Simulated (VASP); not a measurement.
Runs of VASP 6.6.1 on Ga2BSb3. The structure is that of space group P6/mmm (No. 191), or close to it. The cells are those of the table. 

```tsv
task	cell	k mesh	cutoff (eV)	gap on the mesh (eV)	pressure (GPa)	relaxed volume (Å³/atom)
single point	a = 6.415, b = 6.415, c = 4.268 Å, angles 90.0, 90.0, 120.0°, 6 atoms	3 × 3 × 4	520	none	(a)	-
single point	a = 10.055, b = 10.055, c = 2.658 Å, angles 90.0, 90.0, 120.0°, 6 atoms	3 × 3 × 4	520	none	0.0	-
single point	a = 9.437, b = 9.437, c = 2.870 Å, angles 90.0, 90.0, 120.0°, 6 atoms	3 × 3 × 6	520	none	0.2	-
relaxation of cell and atoms	relaxed from a = 10.055, b = 10.055, c = 2.658 Å, angles 90.0, 90.0, 120.0°, 6 atoms	3 × 3 × 6	600	none	0.0	37.12
relaxation of cell and atoms	relaxed from a = 6.415, b = 6.415, c = 4.268 Å, angles 90.0, 90.0, 120.0°, 6 atoms	3 × 3 × 4	600	none	0.0	37.80
single point	a = 9.478, b = 9.478, c = 2.885 Å, angles 90.0, 90.0, 120.0°, 6 atoms	6 × 6 × 14	520	none	0.0	-
```

Alike in all rows: level PBE; potentials or basis VASP PAW PBE potentials, release 64 (Ga_d, B, Sb); no spin polarisation; smearing gaussian 0.1 eV.

Q: Estimate the missing entries.

A: (a) 93.9.

Caveats: some runs use coarse meshes; spin-orbit coupling is left out, which moves the levels of the heavy elements; this functional lacks dispersion, which binds the layers, so the pressure and a relaxed spacing across them are unreliable (some runs); the volume moved by over 15 % at a fixed basis, so the end points are rough (some runs).

A k mesh can miss the band edges, and the runs leave out spin-orbit coupling on Ga, Sb.

A gap of «none» marks levels without a gap at the run's occupations.
